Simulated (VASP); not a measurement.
Cr: relaxation of cell and atoms with PBEsol

Crystal: Cr.

```xyz
2
Lattice="2.8969 0.0000 0.0000 -1.4484 2.5088 0.0000 0.0000 0.0000 4.4979" Properties=species:S:1:pos:R:3 pbc="T T T"
Cr    0.0000    1.6725    1.1245
Cr    1.4484    0.8363    3.3734
```

This isn't the form of Cr at room conditions, which is bcc.

* Program: VASP 6.6.1
* Task: relaxation of cell and atoms
* Functional: PBEsol
* Potentials or basis: VASP PAW PBE potentials, release 64 (Cr_pv)
* Cutoff: 600 eV
* k mesh: 6 × 6 × 4
* Occupations: gaussian, width 0.1 eV
* Spin: collinear spin, ferromagnetic start
* Starting moments: [1.77, 1.77] μB
* Dipole correction: no
* Further INCAR settings: ALGO = Normal; EDIFF = 1e-06; IBRION = 2; EDIFFG = -0.05; NSW = 80; ISIF = 3

```yaml
Relaxed_volume: 11.48 Å³/atom
Relaxed_cell: a = 2.452 Å, b = 2.452 Å, c = 4.411 Å, α = 90.00°, β = 90.00°, γ = 120.00°
Space_group_after_relaxing_to_0.1_Å: P6_3/mmc (No. 194)
Energy_gained_by_relaxing: 853.9 meV/atom
Ionic_steps: 21
Pressure_after_relaxing: 0.0 GPa
Band_gap_on_the_k_mesh: zero (filled and empty bands overlap)
Net_moment: 0.00 μB per cell
Valence_electrons_inside_the_program's_atomic_spheres: Cr 11.10
```

Stress tensor (GPa, compression positive):
```
-0.05  0.00  0.00
 0.00 -0.05  0.00
 0.00  0.00  0.20
```

Step by step:
| step | energy change (eV) | largest force (eV/Å) | pressure (GPa) | volume (Å³) |
| --- | --- | --- | --- | --- |
| 1 | 0.0000 | 0.0000 | -35.09 | 32.69 |
| 2 | -0.6554 | 0.0000 | 82.87 | 18.51 |
| 3 | -1.5948 | 0.0000 | -2.32 | 23.09 |
| 4 | -1.5963 | 0.0000 | -0.50 | 22.92 |
| 5 | -1.5959 | 0.0000 | 1.42 | 22.75 |
| 6 | -1.6012 | 0.0000 | -1.78 | 23.06 |
| 7 | -1.6036 | 0.0000 | -5.46 | 23.43 |
| 8 | -1.6044 | 0.0000 | -5.69 | 23.45 |
| 9 | -1.6068 | 0.0000 | -6.31 | 23.52 |
| 10 | -1.6113 | 0.0000 | -7.57 | 23.65 |
| 11 | -1.6205 | 0.0000 | -9.89 | 23.91 |
| 12 | -1.6277 | 0.0000 | -14.15 | 24.41 |
| 13 | -1.6284 | 0.0000 | -12.58 | 24.20 |
| 14 | -1.6339 | 0.0000 | -12.70 | 24.22 |
| 15 | -1.6468 | 0.0000 | -12.80 | 24.26 |
| 16 | -1.6473 | 0.0000 | -13.01 | 24.33 |
| 17 | -1.6514 | 0.0000 | -12.97 | 24.29 |
| 18 | -1.6614 | 0.0000 | -11.81 | 24.17 |
| 19 | -1.6858 | 0.0000 | -8.49 | 23.78 |
| 20 | -1.7077 | 0.0000 | -0.64 | 23.03 |
| 21 | -1.7078 | 0.0000 | 0.03 | 22.97 |

Final structure:
```xyz
2
Lattice="2.4518 0.0000 0.0000 -1.2259 2.1234 0.0000 0.0000 0.0000 4.4114" Properties=species:S:1:pos:R:3 pbc="T T T"
Cr    0.0000    1.4156    1.1028
Cr    1.2259    0.7078    3.3085
```

Levels at points of the mesh, in eV from the Fermi level:
Spin up:
| k point | band 9 | band 10 | band 11 | band 12 | band 13 | band 14 | band 15 | band 16 |
| --- | --- | --- | --- | --- | --- | --- | --- | --- |
| (0.00, 0.00, 0.00) | -1.37 | -0.46 | -0.46 | -0.31 | -0.12 | -0.12 | 1.06 | 1.06 |
| (0.50, 0.00, 0.00) | -3.65 | -1.09 | -0.60 | -0.36 | -0.22 | 2.31 | 2.91 | 3.03 |
| (0.00, 0.00, 0.50) | -1.76 | -1.76 | -0.43 | -0.43 | -0.43 | -0.43 | 1.80 | 1.80 |
| (0.50, 0.00, 0.50) | -2.68 | -2.68 | 0.91 | 0.91 | 1.31 | 1.31 | 2.98 | 2.98 |
Spin down:
```
           k point  band 10  band 11  band 12  band 13  band 14  band 15
(0.00, 0.00, 0.00)    -0.46    -0.46    -0.31    -0.12    -0.12     1.06
(0.50, 0.00, 0.00)    -1.09    -0.60    -0.36    -0.22     2.31     2.91
(0.00, 0.00, 0.50)    -1.76    -0.43    -0.43    -0.43    -0.43     1.80
(0.50, 0.00, 0.50)    -2.68     0.91     0.91     1.31     1.31     2.98
```

Wall time 8.2 min on 1 thread of Oxide Virtual Turin-like Processor, with other jobs on the host, peak memory 0.15 GiB.

Caveat: the k points lie up to 0.49 Å⁻¹ apart in the final cell, too coarse for converged energies and pressures of a metal; the volume moved by over 15 % at a fixed basis, so the end points are rough; the moments typed at the start vanished in this run; the PAW data sets were made with another functional, which shifts forces and pressure a little.
